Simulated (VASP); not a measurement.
# Pt in VASP: notebook, part 2 of 2

VASP 6.6.1. The steps go on from the part before.

## Step 5: Single point, PBE (14.70 Å³/atom)

This run uses another cell than the first one, of 14.70 Å³/atom.

Contents of INCAR:

```
ALGO = Normal ; EDIFF = 1E-6
ENCUT = 520 ; GGA = PE
ISIF = 2 ; ISMEAR = -1
LASPH = T ; LCHARG = F
LREAL = F ; LWAVE = F
NBANDS = 17 ; NELM = 100
PREC = Accurate ; SIGMA = 0.1
```

Contents of KPOINTS:

```
k-points
0
Gamma
  14 14 10
```

Contents of POSCAR:

```
Pt
1.0
   -2.0480963674      2.3885133453      1.2843164548
    2.3885133453     -2.0480963674      1.2843164548
    2.4923025430      2.4923025430     -0.6608421363
Pt
2
Direct
    0.0160877053      0.9839122947      0.0000000000
    0.7339122947      0.2660877053      0.5000000000
```

Run with:

```sh
> cat potpaw_PBE.64/Pt/POTCAR > POTCAR
> mpirun -np 1 vasp_std > vasp.out
```

It took 6.1 min on 1 thread of Intel Xeon 8259CL, shared host; peak memory 0.34 GiB.

Results (log left out):

```yaml
Free_energy: -11.5186 eV
Pressure: 38.8 GPa
Largest_force: 0.104 eV/Å
Band_gap_on_the_k_mesh: zero (bands 10 and 11 overlap by 2.07 eV)
```

Forces in eV/Å, atoms in the order of the input:
```
Pt   0.073 -0.073  0.000
Pt  -0.073  0.073  0.000
```

Stress tensor (GPa, compression positive):
```
38.36  3.18 -0.24
 3.18 38.36 -0.24
-0.24 -0.24 39.73
```

Levels at points of the mesh, in eV from the Fermi level:
```tsv
k point	band 6	band 7	band 8	band 9	band 10	band 11	band 12	band 13	band 14	band 15
(0.00, 0.00, 0.00)	-2.63	-2.20	-2.07	-1.05	-0.58	0.87	3.43	7.54	10.98	16.82
(0.50, 0.00, 0.00)	-2.49	-2.36	-2.13	-1.36	0.45	2.22	3.98	6.53	11.18	13.06
(0.50, 0.50, 0.00)	-3.83	-3.61	-2.55	-1.60	-0.59	-0.20	0.23	11.55	12.01	12.87
(0.00, 0.00, 0.50)	-3.89	-3.04	-3.04	-2.50	-2.50	0.33	0.33	12.60	12.60	15.71
(0.50, 0.00, 0.50)	-3.26	-2.31	-2.31	-0.46	-0.46	2.84	2.84	7.92	7.92	11.54
(0.50, 0.50, 0.50)	-2.50	-2.09	-2.09	-1.29	-1.29	-1.10	-1.10	5.35	5.35	17.31
```

Caveat: the cell stands under pressure; spin-orbit coupling is left out, which moves the levels of the heavy elements.

## Step 6: Single point, PBE (15.37 Å³/atom)

This run uses another cell than the first one, of 15.37 Å³/atom.

Contents of INCAR:

```
PREC = Accurate
ENCUT = 520
EDIFF = 1E-6
ISMEAR = -1
SIGMA = 0.1
LREAL = F
LASPH = T
NELM = 100
ALGO = Normal
ISIF = 2
LWAVE = F
LCHARG = F
GGA = PE
NBANDS = 17
```

Contents of KPOINTS:

```
Automatic mesh
0
Gamma
  14 14 10
```

Contents of POSCAR:

```
Pt
1.0
   -2.0786694773      2.4241680548      1.3034881836
    2.4241680548     -2.0786694773      1.3034881836
    2.5295065734      2.5295065734     -0.6707069061
Pt
2
Direct
    0.0160877053      0.9839122947      0.0000000000
    0.7339122947      0.2660877053      0.5000000000
```

Potentials or basis: VASP PAW PBE potentials, release 64 (Pt).

Run with:

```sh
> cat potpaw_PBE.64/Pt/POTCAR > POTCAR
> mpirun -np 1 vasp_std > vasp.out
```

OUTCAR:

```text
PREC = Accurate
   ENCUT = 520
   EDIFF = 1E-6
   ISMEAR = -1
   LREAL = F
   LASPH = T
   NELM = 100
   ISIF = 2
   GGA = PE

 ion  position               nearest neighbor table
   1  0.016  0.984  0.000-   2 2.56   2 2.56   2 2.64   2 2.64   2 2.64   2 2.64
   2  0.734  0.266  0.500-   1 2.56   1 2.56   1 2.64   1 2.64   1 2.64   1 2.64

  LATTYP: Found a base centered monoclinic cell.
 ALAT       =     2.6523695657
 B/A-ratio  =     2.4008622287
 C/A-ratio  =     1.3722052383
 COS(beta)  =    -0.0000658004

  Lattice vectors:

 A1 = (  -2.0786694773,   2.4241680548,   1.3034881836)
 A2 = (   2.4241680548,  -2.0786694773,   1.3034881836)
 A3 = (   2.5295065734,   2.5295065734,  -0.6707069061)

Analysis of symmetry for initial positions (statically):
=====================================================================
 Subroutine PRICEL returns:
 Original cell was already a primitive cell.

 Routine SETGRP: Setting up the symmetry group for a
 base centered monoclinic supercell.

 Subroutine GETGRP returns: Found  4 space group operations
 (whereof  2 operations were pure point group operations)
 out of a pool of  4 trial point group operations.

The static configuration has the point symmetry C_2 .
 The point group associated with its full space group is C_2h.

Analysis of symmetry for dynamics (positions and initial velocities):
=====================================================================
 Subroutine PRICEL returns:
 Original cell was already a primitive cell.

 Routine SETGRP: Setting up the symmetry group for a
 base centered monoclinic supercell.

 Subroutine GETGRP returns: Found  4 space group operations
 (whereof  2 operations were pure point group operations)
 out of a pool of  4 trial point group operations.

The dynamic configuration has the point symmetry C_2 .
 The point group associated with its full space group is C_2h.

 Subroutine INISYM returns: Found  4 space group operations
 (whereof  2 operations are pure point group operations),
 and found     1 'primitive' translations

----------------------------------------------------------------------------------------

                                     Primitive cell

  volume of cell :      30.7368

  direct lattice vectors                    reciprocal lattice vectors
    -2.078669477  2.424168055  1.303488184    -0.061912917  0.160169268  0.370564376
     2.424168055 -2.078669477  1.303488184     0.160169268 -0.061912917  0.370564376
     2.529506573  2.529506573 -0.670706906     0.190956723  0.190956723 -0.050614403

  length of vectors
     3.449135979  3.449135979  3.639595412     0.408418120  0.408418120  0.274755815

  position of ions in fractional coordinates (direct lattice)
     0.016087705  0.983912295  0.000000000
     0.733912295  0.266087705  0.500000000

  ion indices of the primitive-cell ions
   primitive index   ion index
                 1           1
                 2           2

----------------------------------------------------------------------------------------

 KPOINTS: Automatic mesh

Automatic generation of k-mesh.
 Grid dimensions read from file:
 generate k-points for:   14   14   10

 Generating k-lattice:

  Cartesian coordinates                     Fractional coordinates (reciprocal lattice)
    -0.004422351  0.011440662  0.026468884     0.071428571  0.000000000  0.000000000
     0.011440662 -0.004422351  0.026468884     0.000000000  0.071428571  0.000000000
     0.019095672  0.019095672 -0.005061440     0.000000000  0.000000000  0.100000000

  Length of vectors
     0.029172723  0.029172723  0.027475581

  Shift w.r.t. Gamma in fractional coordinates (k-lattice)
     0.000000000  0.000000000  0.000000000

 Subroutine IBZKPT returns following result:
 ===========================================

 Found    534 irreducible k-points:

 Following reciprocal coordinates:
            Coordinates               Weight
  0.000000  0.000000  0.000000      1.000000
  0.071429 -0.000000  0.000000      4.000000
  0.142857  0.000000 -0.000000      4.000000
  0.214286 -0.000000 -0.000000      4.000000
  0.285714 -0.000000  0.000000      4.000000
  0.357143 -0.000000  0.000000      4.000000
[... 16 lines left out ...]
  0.214286  0.142857 -0.000000      4.000000
  0.285714  0.142857  0.000000      4.000000
 [... further k-points ...]
   k-points           NKPTS =    534   k-points in BZ     NKDIM =    534   number of bands    NBANDS=     17
   number of dos      NEDOS =    301   number of ions     NIONS =      2
   total plane-waves  NPLWV =  21952
   dimension x,y,z NGX =    28 NGY =   28 NGZ =   28
   dimension x,y,z NGXF=    56 NGYF=   56 NGZF=   56
   ions per type =               2
   NGX,Y,Z   is equivalent  to a cutoff of  13.50, 13.50, 12.79 a.u.
   NGXF,Y,Z  is equivalent  to a cutoff of  26.99, 26.99, 25.58 a.u.
 SYSTEM =  unknown system
   PREC   = accura    normal or accurate (medium, high low for compatibility)
   ISTART =      0    job   : 0-new  1-cont  2-samecut
   ICHARG =      2    charge: 1-file 2-atom 10-const
   ISPIN  =      1    spin polarized calculation?
   LNONCOLLINEAR =      F non collinear calculations
   LSORBIT =      F    spin-orbit coupling
   LASPH  =      T    aspherical Exc in radial PAW
   ENCUT  =  520.0 eV  38.22 Ry    6.18 a.u.   6.41  6.41  6.77*2*pi/ulx,y,z
   NELM   =    100;   NELMIN=  2; NELMDL= -5     # of ELM steps
   EDIFF  = 0.1E-05   stopping-criterion for ELM
   LREAL  =      F    real-space projection
   EDIFFG = 0.1E-04   stopping-criterion for IOM
   NSW    =      0    number of steps for IOM
   IBRION =     -1    ionic relax: 0-MD 1-quasi-New 2-CG
   NFREE  =      0    steps in history (QN), initial steepest desc. (CG)
   ISIF   =      2    stress and relaxation
   ISYM   =      2    0-nonsym 1-usesym 2-fastsym
   POTIM  = 0.5000    time-step for ionic-motion
   TEBEG  =    0.0;   TEEND  =   0.0 temperature during run
   PSTRESS=    0.0 pullay stress
   NELECT =      20.0000    total number of electrons
   NUPDOWN=      -1.0000    fix difference up-down
   EMIN   =  10.00;   EMAX   =-10.00  energy-range for DOS
   EFERMI =   0.00;   METHOD = LEGACY
   ISMEAR =    -1;   SIGMA  =   0.10  broadening in eV -4-tet -1-fermi 0-gaus
   EFERMI_NEDOS =   21; number of points for ismear=-14 and -15
   IALGO  =     38    algorithm
   IMIX   =      4    mixing-type and parameters
     AMIX     =   0.40;   BMIX     =  1.00
     AMIX_MAG =   1.60;   BMIX_MAG =  1.00
  volume/ion in A,a.u.               =      15.37       103.71
  Fermi-wavevector in a.u.,A,eV,Ry     =   1.418618  2.680799 27.381398  2.012476
  Thomas-Fermi vector in A             =   2.539724
   LORBIT       =      0    0 simple, 1 ext, 2 COOP (PROOUT), +10 PAW based schemes
   GGA     = PE    functional components
   LHFCALC =     F    Hartree Fock is set to
   AEXX    =    0.0000 exact exchange contribution
   IVDW    =     0    specifies the selected vdW correction
   LEPSILON=     F    determine dielectric tensor
   LRPA    =     F    only Hartree local field effects (RPA)
 non-spin polarized calculation
  energy-cutoff  :      520.00
  volume of cell :       30.74
 maximum number of plane-waves:       842
 NGX is ok and might be reduce to    28
   NGX = 13   NGY = 13   NGZ = 13

 number of electron      20.0000000 magnetization

 Free energy of the ion-electron system (eV)
  ---------------------------------------------------
  ext. energy  EPLUGINS =         0.00000000
  ---------------------------------------------------
  free energy    TOTEN  =       -11.77161330 eV

  energy without entropy =      -11.70833990  energy(sigma->0) =      -11.73997660

 E-fermi :  11.1312     XC(G=0): -13.3045

 val. band max:       11.1301704369   @ k =   0.5000   0.4286   0.0000
 cond. band min:      11.1315395210   @ k =  -0.0714   0.2143   0.2000
 fundamental gap:      0.0013690841
 Fermi energy:        11.1311636355

 k-point     1 :       0.0000    0.0000    0.0000
  band No.  band energies     occupation
      1       0.9323      2.00000
      2       3.9286      2.00000
      3       4.9946      2.00000
      4       5.1485      2.00000
      5       6.2383      2.00000
      6       8.6860      2.00000
[... 9 lines left out ...]
     16      27.8222      0.00000
     17      29.2261      0.00000
[... 443 lines left out ...]
      1       4.1707      2.00000
      2       4.6308      2.00000
      3       4.8548      2.00000
      4       6.1562      2.00000
      5       6.2627      2.00000
      6       7.6236      2.00000
[... 9 lines left out ...]
     16      25.8011      0.00000
     17      28.4224      0.00000

 [... further k-points ...]

------------------------ aborting loop because EDIFF is reached ----------------------------------------

  FORCE on cell =-STRESS in cart. coord.  units (eV):
  Direction    XX          YY          ZZ          XY          YZ          ZX
  --------------------------------------------------------------------------------------
  -------------------------------------------------------------------------------------
  Total        4.2118700      4.2118700      4.3618480      0.3505665     -0.0267778     -0.0267777
  in kB      219.5468019    219.5468019    227.3645154     18.2735346     -1.3958103     -1.3958094
  external PRESSURE =     222.1527064 kB  Pullay stress =       0.0000000 kB

 VOLUME and BASIS-vectors are now :
 -----------------------------------------------------------------------------
  energy-cutoff  :      520.00
  volume of cell :       30.74
      direct lattice vectors                 reciprocal lattice vectors
    -2.078669477  2.424168055  1.303488184    -0.061912917  0.160169268  0.370564376
     2.424168055 -2.078669477  1.303488184     0.160169268 -0.061912917  0.370564376
     2.529506573  2.529506573 -0.670706906     0.190956723  0.190956723 -0.050614403

 POSITION                                       TOTAL-FORCE (eV/Angst)
 -----------------------------------------------------------------------------------
      2.35173     -2.00623      1.30349         0.041184     -0.041184      0.000000
      0.38423      2.49077      0.96813        -0.041184      0.041184     -0.000000
 -----------------------------------------------------------------------------------
    total drift:                                0.000000     -0.000000     -0.000000

  FREE ENERGIE OF THE ION-ELECTRON SYSTEM (eV)
  ---------------------------------------------------
  free  energy   TOTEN  =       -11.7716133011 eV

  energy  without entropy=      -11.7083398981  energy(sigma->0) =      -11.73997660
```

stdout:

```text
POSCAR found type information on POSCAR Pt
 POSCAR found :  1 types and       2 ions
 scaLAPACK will be used
 LDA part: xc-table for (Slater+PW92), standard interpolation
 POSCAR, INCAR and KPOINTS ok, starting setup
 FFT: planning ... GRIDC
 FFT: planning ... GRID_SOFT
 FFT: planning ... GRID
 WAVECAR not read
 entering main loop
```

Wall time 5 min (1 thread of Intel Xeon 8259CL, shared host); peak memory 0.35 GiB.

What came out:

```
Free energy            : -11.7716 eV
Pressure               : 22.2 GPa
Largest force          : 0.058 eV/Å
Band gap on the k mesh : zero (bands 10 and 11 overlap by 1.91 eV)
```

Forces in eV/Å, atoms in the order of the input:
```
Pt   0.041 -0.041  0.000
Pt  -0.041  0.041  0.000
```

Levels at points of the mesh, in eV from the Fermi level:
```
           k point  band 8  band 9  band 10  band 11  band 12  band 13
(0.00, 0.00, 0.00)   -1.92   -0.97    -0.53     0.82     3.45     7.45
(0.50, 0.00, 0.00)   -1.98   -1.24     0.42     2.10     3.76     6.42
(0.50, 0.50, 0.00)   -2.38   -1.49    -0.54    -0.20     0.21    11.34
(0.00, 0.00, 0.50)   -2.84   -2.32    -2.32     0.29     0.29    12.45
(0.50, 0.00, 0.50)   -2.14   -0.39    -0.39     2.79     2.79     7.55
(0.50, 0.50, 0.50)   -1.95   -1.07    -1.07    -1.02    -1.02     5.05
```

Caveat: the cell stands under pressure; spin-orbit coupling is left out, which moves the levels of the heavy elements.

## Step 7: Overview

| cell | gap on the mesh (eV) | pressure (GPa) | largest force (eV/Å) |
| --- | --- | --- | --- |
| a = 3.593, b = 3.593, c = 3.791 Å, angles 90.0, 90.0, 134.8°, 2 atoms | none | -8.3 | 0.02 |
| a = 3.638, b = 3.638, c = 3.839 Å, angles 90.0, 90.0, 134.8°, 2 atoms | none | -14.1 | 0.04 |
| a = 3.683, b = 3.683, c = 3.886 Å, angles 90.0, 90.0, 134.8°, 2 atoms | none | -18.6 | 0.05 |
| a = 3.398, b = 3.398, c = 3.586 Å, angles 90.0, 90.0, 134.8°, 2 atoms | none | 38.8 | 0.10 |
| a = 3.449, b = 3.449, c = 3.640 Å, angles 90.0, 90.0, 134.8°, 2 atoms | none | 22.2 | 0.06 |

Alike in all rows: task single point; level PBE; potentials or basis VASP PAW PBE potentials, release 64 (Pt); no spin polarisation; k mesh 14 × 14 × 10; cutoff (eV) 520; smearing fermi-dirac 0.1 eV.

Caveats: spin-orbit coupling is left out, which moves the levels of the heavy elements; the cell stands under tension (at least some runs); the cell stands under pressure (at least some runs).

Absolute energies hang on the potentials; compare differences alone.
